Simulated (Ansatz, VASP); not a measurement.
One calculation of MgO, two programs

The input INCAR:

```
PREC = Accurate
ENCUT = 840
EDIFF = 1E-6
ISMEAR = 0
SIGMA = 0.05
LREAL = False
LASPH = True
NELM = 120
ALGO = Normal
ISIF = 2
LWAVE = False
LCHARG = False
NBANDS = 60
GGA_COMPAT = False
```

Contents of KPOINTS:

```
regular mesh
0
Gamma
  9 9 2
```

Contents of POSCAR:

```
MgO
1.0
    2.1351500000     -2.1351500000      0.0000000000
    2.1351500000      0.0000000000     -2.1351500000
    8.4539974596      8.4539974596      8.4539974596
Mg O
6 6
Direct
    0.6666666667      0.6666666667      0.0420934990
    0.0000000000      0.0000000000      0.8839634783
    0.3333333333      0.3333333333      0.2104674948
    0.6666666667      0.6666666667      0.5472154866
    0.0000000000      0.0000000000      0.3788414907
    0.3333333333      0.3333333333      0.7155894824
    0.6666666667      0.6666666667      0.2946544928
    0.0000000000      0.0000000000      0.1262804969
    0.3333333333      0.3333333333      0.4630284886
    0.6666666667      0.6666666667      0.7997764804
    1.0000000000      1.0000000000      0.6314024845
    0.3333333333      0.3333333333      0.9681504762
```

Input for Ansatz:

```yaml
crystal:
  lattice:
    - [2.13515, -2.13515, 0.0]
    - [2.13515, 0.0, -2.13515]
    - [8.4539974596, 8.4539974596, 8.4539974596]
  atoms:
    - { symbol: Mg, position: [0.6666666667, 0.6666666667, 0.042093499] }
    - { symbol: Mg, position: [0.0, 0.0, 0.8839634783] }
    - { symbol: Mg, position: [0.3333333333, 0.3333333333, 0.2104674948] }
    - { symbol: Mg, position: [0.6666666667, 0.6666666667, 0.5472154866] }
    - { symbol: Mg, position: [0.0, 0.0, 0.3788414907] }
    - { symbol: Mg, position: [0.3333333333, 0.3333333333, 0.7155894824] }
    - { symbol: O, position: [0.6666666667, 0.6666666667, 0.2946544928] }
    - { symbol: O, position: [0.0, 0.0, 0.1262804969] }
    - { symbol: O, position: [0.3333333333, 0.3333333333, 0.4630284886] }
    - { symbol: O, position: [0.6666666667, 0.6666666667, 0.7997764804] }
    - { symbol: O, position: [1.0, 1.0, 0.6314024845] }
    - { symbol: O, position: [0.3333333333, 0.3333333333, 0.9681504762] }
basis:
  ecutwfc: 420
kpoints:
  mp_grid: { grid: [9, 9, 2] }
hamiltonian:
  xc: lda
scf:
  occupations: { method: gaussian, width: 0.05 }
output:
  forces: true
  stress: true
  eigenvalues: true
```

Alike in both runs: task single point; functional LDA; k mesh 9 × 9 × 2; occupations gaussian, width 0.05 eV; no spin polarisation.

|  | VASP | Ansatz |
| --- | --- | --- |
| version | VASP 6.6.1 | Ansatz 0.2.0 |
| potentials or method | VASP PAW LDA potentials, release 64 (Mg_sv, O), cutoff 840 eV | scalar-relativistic, plane waves, PAW |
| valence electrons in the cell | 96 | 96 |

Ansatz gave:

- gap on the k mesh at the Fermi level (eV): 4.07
- least direct gap on the mesh (eV): 4.07
- pressure (GPa): -10.1
- traceless stress, the component that is largest in VASP (GPa): 0.85
- rms of the force components (eV/Å): 0.328

What did VASP give for the same quantities?

gap on the k mesh at the Fermi level (eV): 4.08; least direct gap on the mesh (eV): 4.08; pressure (GPa): -9.6; traceless stress, the component that is largest in VASP (GPa): 0.84; rms of the force components (eV/Å): 0.331.

LDA's correlation is that of Perdew and Zunger in VASP and of Perdew and Wang (1992) in Ansatz. Atom by atom the forces differ by 0.003 eV/Å (rms over components).
